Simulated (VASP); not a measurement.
# AlN (Fm-3m) in VASP: further runs

AlN is run at these levels: r2SCAN; tasks: single point.

Program: VASP 6.6.1. These are calculated values, not measurements. Logs are shortened: lines on timing, memory, paths and dates and some standing lists are left out, and cuts for length are marked.

**1. The cell of the first run**

Symmetry: Fm-3m, No. 225, cubic system. Conventional cell: a = 4.078 Å, b = 4.078 Å, c = 4.078 Å, α = 90.00°, β = 90.00°, γ = 90.00°. Within 2.7 Å of Al (site symmetry m-3m) lie 6 N at 2.04 Å. Within 2.7 Å of N (site symmetry m-3m) lie 6 Al at 2.04 Å.

**2. Single point, r2SCAN (volume changed by +3%)**

Input file POSCAR:

```
AlN
1.0
    0.0000000000      2.0388585664      2.0388585664
    2.0388585664      0.0000000000      2.0388585664
    2.0388585664      2.0388585664      0.0000000000
Al N
1 1
Direct
    0.0000000000      0.0000000000      0.0000000000
    0.5000000000      0.5000000000      0.5000000000
```

Input file INCAR.step1:

```
SYSTEM = AlN
  PREC = Accurate
  ENCUT = 520
  ISMEAR = 0
  SIGMA = 0.01
  LREAL = .FALSE.
  LASPH = .TRUE.
  NELM = 100
  NBANDS = 11
  GGA = PE
  ALGO = Normal
  EDIFF = 1E-4
  LWAVE = .TRUE.
  LCHARG = .FALSE.
```

Input file INCAR.step2:

```
SYSTEM = AlN
  PREC = Accurate
  ENCUT = 520
  EDIFF = 1E-7
  ISMEAR = 0
  SIGMA = 0.01
  LREAL = .FALSE.
  LASPH = .TRUE.
  NELM = 100
  ALGO = Normal
  ISIF = 2
  LWAVE = .FALSE.
  LCHARG = .TRUE.
  METAGGA = R2SCAN
  LMIXTAU = .TRUE.
  LELF = .TRUE.
  LVHAR = .TRUE.
  NBANDS = 11
  ISTART = 1
```

Input file KPOINTS:

```
regular mesh
0
G
  10 10 10
  0 0 0
```

Potentials or basis: VASP PAW PBE potentials, release 64 (Al, N).

Command:

```
cat potpaw_PBE.64/Al/POTCAR potpaw_PBE.64/N/POTCAR > POTCAR
cp INCAR.step1 INCAR
mpirun -np 1 vasp_std > vasp.out
cp INCAR.step2 INCAR
mpirun -np 1 vasp_std > vasp.out
```

OUTCAR:

```text
SYSTEM = AlN
   PREC = Accurate
   ENCUT = 520
   EDIFF = 1E-7
   ISMEAR = 0
   LREAL = .FALSE.
   LASPH = .TRUE.
   NELM = 100
   ISIF = 2
   METAGGA = R2SCAN
   ISTART = 1

 ion  position               nearest neighbor table
   1  0.000  0.000  0.000-   2 2.04   2 2.04   2 2.04   2 2.04   2 2.04   2 2.04
   2  0.500  0.500  0.500-   1 2.04   1 2.04   1 2.04   1 2.04   1 2.04   1 2.04

  LATTYP: Found a face centered cubic cell.
 ALAT       =     4.0777171328

  Lattice vectors:

 A1 = (   0.0000000000,   2.0388585664,   2.0388585664)
 A2 = (   2.0388585664,   0.0000000000,   2.0388585664)
 A3 = (   2.0388585664,   2.0388585664,   0.0000000000)

Analysis of symmetry for initial positions (statically):
=====================================================================
 Subroutine PRICEL returns:
 Original cell was already a primitive cell.

 Routine SETGRP: Setting up the symmetry group for a
 face centered cubic supercell.

 Subroutine GETGRP returns: Found 48 space group operations
 (whereof 48 operations were pure point group operations)
 out of a pool of 48 trial point group operations.

The static configuration has the point symmetry O_h .

Analysis of symmetry for dynamics (positions and initial velocities):
=====================================================================
 Subroutine PRICEL returns:
 Original cell was already a primitive cell.

 Routine SETGRP: Setting up the symmetry group for a
 face centered cubic supercell.

 Subroutine GETGRP returns: Found 48 space group operations
 (whereof 48 operations were pure point group operations)
 out of a pool of 48 trial point group operations.

The dynamic configuration has the point symmetry O_h .

 Subroutine INISYM returns: Found 48 space group operations
 (whereof 48 operations are pure point group operations),
 and found     1 'primitive' translations

----------------------------------------------------------------------------------------

                                     Primitive cell

  volume of cell :      16.9508

  direct lattice vectors                    reciprocal lattice vectors
     0.000000000  2.038858566  2.038858566    -0.245235255  0.245235255  0.245235255
     2.038858566  0.000000000  2.038858566     0.245235255 -0.245235255  0.245235255
     2.038858566  2.038858566  0.000000000     0.245235255  0.245235255 -0.245235255

  length of vectors
     2.883381436  2.883381436  2.883381436     0.424759921  0.424759921  0.424759921

  position of ions in fractional coordinates (direct lattice)
     0.000000000  0.000000000  0.000000000
     0.500000000  0.500000000  0.500000000

  ion indices of the primitive-cell ions
   primitive index   ion index
                 1           1
                 2           2

----------------------------------------------------------------------------------------

 KPOINTS: regular mesh

Automatic generation of k-mesh.
 Grid dimensions read from file:
 generate k-points for:   10   10   10

 Generating k-lattice:

  Cartesian coordinates                     Fractional coordinates (reciprocal lattice)
    -0.024523525  0.024523525  0.024523525     0.100000000  0.000000000  0.000000000
     0.024523525 -0.024523525  0.024523525     0.000000000  0.100000000  0.000000000
     0.024523525  0.024523525 -0.024523525     0.000000000  0.000000000  0.100000000

  Length of vectors
     0.042475992  0.042475992  0.042475992

  Shift w.r.t. Gamma in fractional coordinates (k-lattice)
     0.000000000  0.000000000  0.000000000

 Subroutine IBZKPT returns following result:
 ===========================================

 Found     47 irreducible k-points:

 Following reciprocal coordinates:
            Coordinates               Weight
  0.000000  0.000000  0.000000      1.000000
  0.100000  0.000000  0.000000      8.000000
  0.200000  0.000000  0.000000      8.000000
  0.300000  0.000000  0.000000      8.000000
  0.400000  0.000000  0.000000      8.000000
  0.500000  0.000000  0.000000      4.000000
[... 16 lines left out ...]
  0.300000  0.300000  0.000000      6.000000
  0.400000  0.300000  0.000000     24.000000
 [... further k-points ...]
   k-points           NKPTS =     47   k-points in BZ     NKDIM =     47   number of bands    NBANDS=     11
   number of dos      NEDOS =    301   number of ions     NIONS =      2
   total plane-waves  NPLWV =  13824
   dimension x,y,z NGX =    24 NGY =   24 NGZ =   24
   dimension x,y,z NGXF=    48 NGYF=   48 NGZF=   48
   ions per type =               1   1
   NGX,Y,Z   is equivalent  to a cutoff of  13.84, 13.84, 13.84 a.u.
   NGXF,Y,Z  is equivalent  to a cutoff of  27.68, 27.68, 27.68 a.u.
 SYSTEM =  AlN
   PREC   = accura    normal or accurate (medium, high low for compatibility)
   ISTART =      1    job   : 0-new  1-cont  2-samecut
   ICHARG =      0    charge: 1-file 2-atom 10-const
   ISPIN  =      1    spin polarized calculation?
   LNONCOLLINEAR =      F non collinear calculations
   LSORBIT =      F    spin-orbit coupling
   LASPH  =      T    aspherical Exc in radial PAW
   ENCUT  =  520.0 eV  38.22 Ry    6.18 a.u.   5.36  5.36  5.36*2*pi/ulx,y,z
   NELM   =    100;   NELMIN=  2; NELMDL=  0     # of ELM steps
   EDIFF  = 0.1E-06   stopping-criterion for ELM
   LREAL  =      F    real-space projection
   EDIFFG = 0.1E-05   stopping-criterion for IOM
   NSW    =      0    number of steps for IOM
   IBRION =     -1    ionic relax: 0-MD 1-quasi-New 2-CG
   NFREE  =      0    steps in history (QN), initial steepest desc. (CG)
   ISIF   =      2    stress and relaxation
   ISYM   =      2    0-nonsym 1-usesym 2-fastsym
   POTIM  = 0.5000    time-step for ionic-motion
   TEBEG  =    0.0;   TEEND  =   0.0 temperature during run
   PSTRESS=    0.0 pullay stress
   NELECT =       8.0000    total number of electrons
   NUPDOWN=      -1.0000    fix difference up-down
   EMIN   =  10.00;   EMAX   =-10.00  energy-range for DOS
   EFERMI =   0.00;   METHOD = LEGACY
   ISMEAR =     0;   SIGMA  =   0.01  broadening in eV -4-tet -1-fermi 0-gaus
   EFERMI_NEDOS =   21; number of points for ismear=-14 and -15
   IALGO  =     38    algorithm
   IMIX   =      4    mixing-type and parameters
     AMIX     =   0.40;   BMIX     =  1.00
     AMIX_MAG =   1.60;   BMIX_MAG =  1.00
  volume/ion in A,a.u.               =       8.48        57.19
  Fermi-wavevector in a.u.,A,eV,Ry     =   1.274601  2.408647 22.104144  1.624609
  Thomas-Fermi vector in A             =   2.407360
   LORBIT       =      0    0 simple, 1 ext, 2 COOP (PROOUT), +10 PAW based schemes
   METAGGA = R2SCAN    functional components
   LHFCALC =     F    Hartree Fock is set to
   AEXX    =    0.0000 exact exchange contribution
   IVDW    =     0    specifies the selected vdW correction
   LEPSILON=     F    determine dielectric tensor
   LRPA    =     F    only Hartree local field effects (RPA)
 non-spin polarized calculation
 Gauss-broadening in eV      SIGMA  =   0.01
  energy-cutoff  :      520.00
  volume of cell :       16.95
 maximum number of plane-waves:       469
 NGX is ok and might be reduce to    24
   NGX = 11   NGY = 11   NGZ = 11

 number of electron       8.0000000 magnetization

 Free energy of the ion-electron system (eV)
  ---------------------------------------------------
  ext. energy  EPLUGINS =         0.00000000
  ---------------------------------------------------
  free energy    TOTEN  =       -18.88285290 eV

  energy without entropy =      -18.88285290  energy(sigma->0) =      -18.88285290

 E-fermi :   9.6074     XC(G=0): -12.7524

 val. band max:        9.4503637990   @ k =   0.0000   0.0000   0.0000
 cond. band min:      14.6796666432   @ k =   0.5000   0.5000   0.0000
 fundamental gap:      5.2293028442
 Fermi energy:         9.6074131995

 k-point     1 :       0.0000    0.0000    0.0000
  band No.  band energies     occupation
      1      -8.7191      2.00000
      2       9.4504      2.00000
      3       9.4504      2.00000
      4       9.4504      2.00000
      5      15.5892      0.00000
      6      22.2748      0.00000
      7      22.2748      0.00000
      8      22.2748      0.00000
      9      27.8291      0.00000
     10      27.8291      0.00000
     11      27.9933      0.00000

 k-point     2 :       0.1000    0.0000    0.0000
  band No.  band energies     occupation
      1      -8.5157      2.00000
      2       8.4232      2.00000
      3       9.3253      2.00000
      4       9.3253      2.00000
      5      16.2382      0.00000
      6      21.4491      0.00000
      7      22.5850      0.00000
      8      22.5850      0.00000
      9      26.3988      0.00000
     10      26.3988      0.00000
     11      28.8358      0.00000

 k-point     3 :       0.2000    0.0000    0.0000
  band No.  band energies     occupation
      1      -7.9265      2.00000
      2       6.2576      2.00000
      3       9.0208      2.00000
      4       9.0208      2.00000
      5      16.9459      0.00000
      6      21.0005      0.00000
      7      22.7865      0.00000
      8      22.7865      0.00000
      9      25.8333      0.00000
     10      25.8333      0.00000
     11      28.1291      0.00000
[... 267 lines left out ...]
 k-point    23 :       0.3000    0.3000    0.0000
  band No.  band energies     occupation
      1      -6.5065      2.00000
      2       4.5579      2.00000
      3       7.4095      2.00000
      4       7.4095      2.00000
      5      16.8867      0.00000
      6      16.9563      0.00000
      7      22.0126      0.00000
      8      25.9865      0.00000
      9      25.9865      0.00000
     10      30.6229      0.00000
     11      34.6734      0.00000

 k-point    24 :       0.4000    0.3000    0.0000
  band No.  band energies     occupation
      1      -5.7830      2.00000
      2       3.5380      2.00000
      3       6.6504      2.00000
      4       7.1464      2.00000
      5      16.2615      0.00000
      6      17.0700      0.00000
      7      22.4930      0.00000
      8      25.9394      0.00000
      9      26.7788      0.00000
     10      32.0341      0.00000
     11      35.3718      0.00000

 [... further k-points ...]

------------------------ aborting loop because EDIFF is reached ----------------------------------------

  FORCE on cell =-STRESS in cart. coord.  units (eV):
  Direction    XX          YY          ZZ          XY          YZ          ZX
  --------------------------------------------------------------------------------------
  -------------------------------------------------------------------------------------
  Total       -0.8977901     -0.8977901     -0.8977901     -0.0000000      0.0000000      0.0000000
  in kB      -84.8582569    -84.8582569    -84.8582569     -0.0000000      0.0000000      0.0000000
  external PRESSURE =     -84.8582569 kB  Pullay stress =       0.0000000 kB

 VOLUME and BASIS-vectors are now :
 -----------------------------------------------------------------------------
  energy-cutoff  :      520.00
  volume of cell :       16.95
      direct lattice vectors                 reciprocal lattice vectors
     0.000000000  2.038858566  2.038858566    -0.245235255  0.245235255  0.245235255
     2.038858566  0.000000000  2.038858566     0.245235255 -0.245235255  0.245235255
     2.038858566  2.038858566  0.000000000     0.245235255  0.245235255 -0.245235255

 POSITION                                       TOTAL-FORCE (eV/Angst)
 -----------------------------------------------------------------------------------
      0.00000      0.00000      0.00000         0.000000      0.000000      0.000000
      2.03886      2.03886      2.03886        -0.000000     -0.000000     -0.000000
 -----------------------------------------------------------------------------------
    total drift:                               -0.000000     -0.000000      0.000000

  FREE ENERGIE OF THE ION-ELECTRON SYSTEM (eV)
  ---------------------------------------------------
  free  energy   TOTEN  =       -18.8828529013 eV

  energy  without entropy=      -18.8828529013  energy(sigma->0) =      -18.88285290
```

It took 32 s on 1 thread of Intel Xeon Platinum 8488C (Sapphire Rapids), shared host; peak memory 0.14 GiB.

What came out:

* Free energy: -18.8829 eV
* Pressure: -8.5 GPa
* Band gap on the k mesh: 5.23 eV, indirect (least direct gap 6.14 eV)

Caveat: the PAW data sets were made with another functional, which shifts forces and pressure a little. A k mesh can miss the band edges.

**3. Single point, r2SCAN (volume changed by +6%)**

Input file POSCAR:

```
AlN
1.0
    0.0000000000      2.0584641785      2.0584641785
    2.0584641785      0.0000000000      2.0584641785
    2.0584641785      2.0584641785      0.0000000000
Al N
1 1
Direct
    0.0000000000      0.0000000000      0.0000000000
    0.5000000000      0.5000000000      0.5000000000
```

Input file INCAR.step1:

```
SYSTEM = AlN
PREC = Accurate ; ENCUT = 520
ISMEAR = 0 ; SIGMA = 0.01
LREAL = .False. ; LASPH = .True.
NELM = 80 ; NBANDS = 11
GGA = PE ; ALGO = Normal
EDIFF = 1E-4 ; LWAVE = .True.
LCHARG = .False.
```

Input file INCAR.step2:

```
SYSTEM = AlN
PREC = Accurate ; ENCUT = 520
EDIFF = 1E-6 ; ISMEAR = 0
SIGMA = 0.01 ; LREAL = .False.
LASPH = .True. ; NELM = 80
ALGO = Normal ; ISIF = 2
LWAVE = .False. ; LCHARG = .False.
METAGGA = R2SCAN ; LMIXTAU = .True.
NBANDS = 11 ; ISTART = 1
```

Input file KPOINTS:

```
regular mesh
0
Gamma
  10 10 10
  0 0 0
```

Potentials or basis: VASP PAW PBE potentials, release 64 (Al, N).

Command:

```
cat potpaw_PBE.64/Al/POTCAR potpaw_PBE.64/N/POTCAR > POTCAR
cp INCAR.step1 INCAR
mpirun -np 1 vasp_std > vasp.out
cp INCAR.step2 INCAR
mpirun -np 1 vasp_std > vasp.out
```

Run time: 26 s. Hardware: 1 thread of Intel Xeon Platinum 8488C (Sapphire Rapids), shared host; peak memory 0.14 GiB.

Results (log left out):

| Item | Value |
| --- | --- |
| Free energy | -18.8467 eV |
| Pressure | -15.1 GPa |
| Band gap on the k mesh | 4.95 eV, indirect (least direct gap 5.72 eV) |

Levels at points of the mesh, in eV from the valence-band top:
```
           k point  band 2  band 3  band 4  band 5  band 6  band 7
(0.00, 0.00, 0.00)    0.00    0.00    0.00    5.72   12.73   12.73
(0.50, 0.00, 0.00)   -8.10   -1.06   -1.06    6.56   11.45   11.45
(0.50, 0.50, 0.00)   -7.18   -2.76   -2.76    4.95    6.06   14.68
```

Caveat: the PAW data sets were made with another functional, which shifts forces and pressure a little.
